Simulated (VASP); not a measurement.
# Ru (P6_3/mmc) in VASP: notebook

Ru is run at these levels: r2SCAN; tasks: single point.

Program: VASP 6.6.1. These are calculated values, not measurements. Logs are shortened: lines on timing, memory, paths and dates and some standing lists are left out, and cuts for length are marked.

## 1. The cell of the first run

The structure is hexagonal, space group P6_3/mmc (No. 194). The conventional cell has a = 2.645 Å, b = 2.645 Å, c = 4.187 Å, α = 90.00°, β = 90.00°, γ = 120.00°. Ru (site symmetry -6m2) has 12 Ru at 2.59 to 2.64 Å within 3.4 Å.

## 2. Single point, r2SCAN (12.68 Å³/atom)

File POSCAR:

```
Ru
1.0
    2.6447716058      0.0000000000      0.0000000000
   -1.3223858029      2.2904393978      0.0000000000
    0.0000000000      0.0000000000      4.1865036902
Ru
2
Direct
    0.3333333333      0.6666666667      0.2500000000
    0.6666666667      0.3333333333      0.7500000000
```

File INCAR.step1:

```
SYSTEM = Ru
PREC     = Accurate       ! precision mode
ENCUT    = 520            ! plane-wave cutoff, eV
ISMEAR   = 0              ! smearing method
SIGMA    = 0.1            ! smearing width, eV
LREAL    = .FALSE.        ! projectors in reciprocal space
LASPH    = .TRUE.         ! aspherical terms in the spheres
NELM     = 100            ! most SCF steps
NBANDS   = 21             ! bands
GGA      = PE             ! functional
ALGO     = Normal         ! electronic algorithm
EDIFF    = 1E-4           ! SCF threshold, eV
LWAVE    = .TRUE.         ! write WAVECAR
LCHARG   = .FALSE.        ! write CHGCAR
```

File INCAR.step2:

```
SYSTEM = Ru
PREC     = Accurate       ! precision mode
ENCUT    = 520            ! plane-wave cutoff, eV
EDIFF    = 1E-6           ! SCF threshold, eV
ISMEAR   = 0              ! smearing method
SIGMA    = 0.1            ! smearing width, eV
LREAL    = .FALSE.        ! projectors in reciprocal space
LASPH    = .TRUE.         ! aspherical terms in the spheres
NELM     = 100            ! most SCF steps
ALGO     = Normal         ! electronic algorithm
ISIF     = 2              ! what is computed and relaxed
LWAVE    = .FALSE.        ! write WAVECAR
LCHARG   = .FALSE.        ! write CHGCAR
METAGGA  = R2SCAN         ! meta-GGA
LMIXTAU  = .TRUE.       
NBANDS   = 21             ! bands
ISTART   = 1
```

File KPOINTS:

```
regular mesh
0
G
  18 18 10
  0 0 0
```

Potentials or basis: VASP PAW PBE potentials, release 64 (Ru_pv).

Launch:

```
cat potpaw_PBE.64/Ru_pv/POTCAR > POTCAR
cp INCAR.step1 INCAR
mpirun -np 1 vasp_std > vasp.out
cp INCAR.step2 INCAR
mpirun -np 1 vasp_std > vasp.out
```

OUTCAR:

```text
SYSTEM = Ru
   PREC = Accurate
   ENCUT = 520
   EDIFF = 1E-6
   ISMEAR = 0
   LREAL = .FALSE.
   LASPH = .TRUE.
   NELM = 100
   ISIF = 2
   METAGGA = R2SCAN
   ISTART = 1

 ion  position               nearest neighbor table
   1  0.333  0.667  0.250-   2 2.59   2 2.59   2 2.59   2 2.59   2 2.59   2 2.59
   2  0.667  0.333  0.750-   1 2.59   1 2.59   1 2.59   1 2.59   1 2.59   1 2.59

  LATTYP: Found a hexagonal cell.
 ALAT       =     2.6447716058
 C/A-ratio  =     1.5829358123

  Lattice vectors:

 A1 = (   2.6447716058,   0.0000000000,   0.0000000000)
 A2 = (  -1.3223858029,   2.2904393978,   0.0000000000)
 A3 = (   0.0000000000,   0.0000000000,   4.1865036902)

Analysis of symmetry for initial positions (statically):
=====================================================================
 Subroutine PRICEL returns:
 Original cell was already a primitive cell.

 Routine SETGRP: Setting up the symmetry group for a
 hexagonal supercell.

 Subroutine GETGRP returns: Found 24 space group operations
 (whereof 12 operations were pure point group operations)
 out of a pool of 24 trial point group operations.

The static configuration has the point symmetry D_3d.
 The point group associated with its full space group is D_6h.

Analysis of symmetry for dynamics (positions and initial velocities):
=====================================================================
 Subroutine PRICEL returns:
 Original cell was already a primitive cell.

 Routine SETGRP: Setting up the symmetry group for a
 hexagonal supercell.

 Subroutine GETGRP returns: Found 24 space group operations
 (whereof 12 operations were pure point group operations)
 out of a pool of 24 trial point group operations.

The dynamic configuration has the point symmetry D_3d.
 The point group associated with its full space group is D_6h.

 Subroutine INISYM returns: Found 24 space group operations
 (whereof 12 operations are pure point group operations),
 and found     1 'primitive' translations

----------------------------------------------------------------------------------------

                                     Primitive cell

  volume of cell :      25.3605

  direct lattice vectors                    reciprocal lattice vectors
     2.644771606  0.000000000  0.000000000     0.378104483  0.218298725  0.000000000
    -1.322385803  2.290439398  0.000000000     0.000000000  0.436597450  0.000000000
     0.000000000  0.000000000  4.186503690     0.000000000  0.000000000  0.238862802

  length of vectors
[... 74 lines left out ...]
   ISTART =      1    job   : 0-new  1-cont  2-samecut
   ICHARG =      0    charge: 1-file 2-atom 10-const
   ISPIN  =      1    spin polarized calculation?
   LNONCOLLINEAR =      F non collinear calculations
   LSORBIT =      F    spin-orbit coupling
   LASPH  =      T    aspherical Exc in radial PAW
   ENCUT  =  520.0 eV  38.22 Ry    6.18 a.u.   4.92  4.92  7.78*2*pi/ulx,y,z
   NELM   =    100;   NELMIN=  2; NELMDL=  0     # of ELM steps
   EDIFF  = 0.1E-05   stopping-criterion for ELM
   LREAL  =      F    real-space projection
[... 7 lines left out ...]
   TEBEG  =    0.0;   TEEND  =   0.0 temperature during run
   PSTRESS=    0.0 pullay stress
   NELECT =      28.0000    total number of electrons
   NUPDOWN=      -1.0000    fix difference up-down
   EMIN   =  10.00;   EMAX   =-10.00  energy-range for DOS
   EFERMI =   0.00;   METHOD = LEGACY
   ISMEAR =     0;   SIGMA  =   0.10  broadening in eV -4-tet -1-fermi 0-gaus
   EFERMI_NEDOS =   21; number of points for ismear=-14 and -15
   IALGO  =     38    algorithm
   IMIX   =      4    mixing-type and parameters
     AMIX     =   0.40;   BMIX     =  1.00
     AMIX_MAG =   1.60;   BMIX_MAG =  1.00
  volume/ion in A,a.u.               =      12.68        85.57
  Fermi-wavevector in a.u.,A,eV,Ry     =   1.692030  3.197473 38.953004  2.862965
  Thomas-Fermi vector in A             =   2.773690
   LORBIT       =      0    0 simple, 1 ext, 2 COOP (PROOUT), +10 PAW based schemes
   METAGGA = R2SCAN    functional components
   LHFCALC =     F    Hartree Fock is set to
   AEXX    =    0.0000 exact exchange contribution
   IVDW    =     0    specifies the selected vdW correction
   LEPSILON=     F    determine dielectric tensor
   LRPA    =     F    only Hartree local field effects (RPA)
 non-spin polarized calculation
 Gauss-broadening in eV      SIGMA  =   0.10
  energy-cutoff  :      520.00
  volume of cell :       25.36
 maximum number of plane-waves:       699
 NGX is ok and might be reduce to    20
   NGX =  9   NGY =  9   NGZ = 15

 number of electron      27.9999993 magnetization

 Free energy of the ion-electron system (eV)
  ---------------------------------------------------
  ext. energy  EPLUGINS =         0.00000000
  ---------------------------------------------------
  free energy    TOTEN  =       -50.72440099 eV

  energy without entropy =      -50.71640660  energy(sigma->0) =      -50.72040379

 E-fermi :  14.0124     XC(G=0): -15.8980

 val. band max:       13.9996785466   @ k =   0.1667   0.0000   0.4000
 cond. band min:      14.0135824221   @ k =   0.1667   0.1111   0.3000
 fundamental gap:      0.0139038755
 Fermi energy:        14.0124272610

 k-point     1 :       0.0000    0.0000    0.0000
  band No.  band energies     occupation
      1     -31.3656      2.00000
      2     -30.1099      2.00000
      3     -30.1099      2.00000
      4     -29.8852      2.00000
      5     -29.8852      2.00000
      6     -29.8295      2.00000
[... 565 lines left out ...]
     20      22.4659      0.00000
     21      26.4477      0.00000

 [... further k-points ...]

------------------------ aborting loop because EDIFF is reached ----------------------------------------

  FORCE on cell =-STRESS in cart. coord.  units (eV):
  Direction    XX          YY          ZZ          XY          YZ          ZX
  --------------------------------------------------------------------------------------
  -------------------------------------------------------------------------------------
  Total        4.1532999      4.1532999      4.1839773     -0.0000000      0.0000000      0.0000000
  in kB      262.3888733    262.3888733    264.3269482     -0.0000000      0.0000000      0.0000000
  external PRESSURE =     263.0348983 kB  Pullay stress =       0.0000000 kB

 VOLUME and BASIS-vectors are now :
 -----------------------------------------------------------------------------
  energy-cutoff  :      520.00
  volume of cell :       25.36
      direct lattice vectors                 reciprocal lattice vectors
     2.644771606  0.000000000  0.000000000     0.378104483  0.218298725  0.000000000
    -1.322385803  2.290439398  0.000000000     0.000000000  0.436597450  0.000000000
     0.000000000  0.000000000  4.186503690     0.000000000  0.000000000  0.238862802

 POSITION                                       TOTAL-FORCE (eV/Angst)
 -----------------------------------------------------------------------------------
     -0.00000      1.52696      1.04663         0.000000     -0.000000      0.000000
      1.32239      0.76348      3.13988         0.000000      0.000000      0.000000
 -----------------------------------------------------------------------------------
    total drift:                               -0.000000      0.000000     -0.000000

  FREE ENERGIE OF THE ION-ELECTRON SYSTEM (eV)
  ---------------------------------------------------
  free  energy   TOTEN  =       -50.7244009929 eV

  energy  without entropy=      -50.7164065960  energy(sigma->0) =      -50.72040379
```

Run time: 2 min. Hardware: 1 thread of Intel Xeon 6975P-C (Granite Rapids), shared host; peak memory 0.21 GiB.

Results:

```
Free energy            : -50.7244 eV
Pressure               : 26.3 GPa
Band gap on the k mesh : zero (bands 14 and 15 overlap by 3.61 eV)
```

Levels at points of the mesh, in eV from the Fermi level:
| k point | band 11 | band 12 | band 13 | band 14 | band 15 | band 16 | band 17 | band 18 |
| --- | --- | --- | --- | --- | --- | --- | --- | --- |
| (0.00, 0.00, 0.00) | -2.79 | -2.20 | -2.20 | -1.60 | -1.60 | 1.37 | 1.37 | 1.46 |
| (0.50, 0.00, 0.00) | -2.37 | -1.97 | -1.72 | 1.68 | 2.16 | 2.24 | 4.66 | 6.98 |
| (0.00, 0.00, 0.50) | -3.18 | -3.18 | -3.04 | -3.04 | 0.65 | 0.65 | 0.65 | 0.65 |
| (0.50, 0.00, 0.50) | -1.22 | -1.22 | 0.53 | 0.53 | 1.97 | 1.97 | 3.86 | 3.86 |

Caveat: the cell stands under pressure; the PAW data sets were made with another functional, which shifts forces and pressure a little.

## 3. Single point, r2SCAN (13.08 Å³/atom)

This run uses another cell than the first one, of 13.08 Å³/atom.

File POSCAR:

```
Ru
1.0
    2.6738073748      0.0000000000      0.0000000000
   -1.3369036874      2.3155851114      0.0000000000
    0.0000000000      0.0000000000      4.2267978006
Ru
2
Direct
    0.3333333333      0.6666666667      0.2500000000
    0.6666666667      0.3333333333      0.7500000000
```

File INCAR.step1:

```
  PREC = Accurate
  ENCUT = 520
  ISMEAR = 0
  SIGMA = 0.1
  LREAL = False
  LASPH = True
  NELM = 100
  NBANDS = 21
  GGA = PE
  ALGO = Normal
  EDIFF = 1E-4
  LWAVE = True
  LCHARG = False
```

File INCAR.step2:

```
  PREC = Accurate
  ENCUT = 520
  EDIFF = 1E-7
  ISMEAR = 0
  SIGMA = 0.1
  LREAL = False
  LASPH = True
  NELM = 100
  ALGO = Normal
  ISIF = 2
  LWAVE = False
  LCHARG = False
  METAGGA = R2SCAN
  LMIXTAU = True
  NBANDS = 21
  ISTART = 1
```

File KPOINTS:

```
Automatic mesh
0
Gamma
  18 18 10
```

Potentials or basis: VASP PAW PBE potentials, release 64 (Ru_pv).

Launch:

```
cat potpaw_PBE.64/Ru_pv/POTCAR > POTCAR
cp INCAR.step1 INCAR
mpirun -np 1 vasp_std > vasp.out
cp INCAR.step2 INCAR
mpirun -np 1 vasp_std > vasp.out
```

It took 2.5 min on 1 thread of Intel Xeon 6975P-C (Granite Rapids), shared host; peak memory 0.21 GiB.

It converged, with:

```
Free energy            : -50.8229 eV
Pressure               : 12.9 GPa
Band gap on the k mesh : zero (bands 14 and 15 overlap by 3.44 eV)
```

Stress tensor (GPa, compression positive):
```
12.80  0.00  0.00
 0.00 12.80  0.00
 0.00  0.00 12.98
```

Levels at points of the mesh, in eV from the Fermi level:
| k point | band 11 | band 12 | band 13 | band 14 | band 15 | band 16 | band 17 | band 18 |
| --- | --- | --- | --- | --- | --- | --- | --- | --- |
| (0.00, 0.00, 0.00) | -2.64 | -2.10 | -2.10 | -1.54 | -1.54 | 1.31 | 1.31 | 1.42 |
| (0.50, 0.00, 0.00) | -2.27 | -1.93 | -1.64 | 1.58 | 2.04 | 2.13 | 4.46 | 6.71 |
| (0.00, 0.00, 0.50) | -3.04 | -3.04 | -2.93 | -2.93 | 0.61 | 0.61 | 0.61 | 0.61 |
| (0.50, 0.00, 0.50) | -1.17 | -1.17 | 0.50 | 0.50 | 1.86 | 1.86 | 3.71 | 3.71 |

Caveat: the cell stands under pressure; the PAW data sets were made with another functional, which shifts forces and pressure a little.
